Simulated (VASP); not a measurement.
Here is a VASP 6.6.1 calculation.

The input INCAR:

```
SYSTEM = FePt
PREC = Accurate
ENCUT = 520
EDIFF = 1E-6
ISMEAR = 0
SIGMA = 0.1
LREAL = .False.
LASPH = .True.
NELM = 150
ALGO = Fast
ISIF = 2
LWAVE = .False.
LCHARG = .False.
ISPIN = 2
MAGMOM = 3.28 0.42
LORBIT = 11
LMAXMIX = 4
GGA = PE
NBANDS = 20
```

File KPOINTS:

```
regular mesh
0
Gamma
  16 16 12
  0 0 0
```

The input POSCAR:

```
FePt
1.0
    2.6162254188      0.0000000000      0.0000000000
    0.0000000000      2.6162254188      0.0000000000
    0.0000000000      0.0000000000      3.6058916536
Fe Pt
1 1
Direct
    0.0000000000      0.0000000000      0.0000000000
    0.5000000000      0.5000000000      0.5000000000
```

Potentials or basis: VASP PAW PBE potentials, release 64 (Fe, Pt).

Command:

```console
$ cat potpaw_PBE.64/Fe/POTCAR potpaw_PBE.64/Pt/POTCAR > POTCAR
$ mpirun -np 1 vasp_std > vasp.out
```

**Question.** Estimate the pressure.

**Answer.** 34.8 GPa.

**Question.** Estimate the site moments.

**Answer.** Fe +2.70; Pt +0.32 μB.

Caveat: the cell stands under pressure.
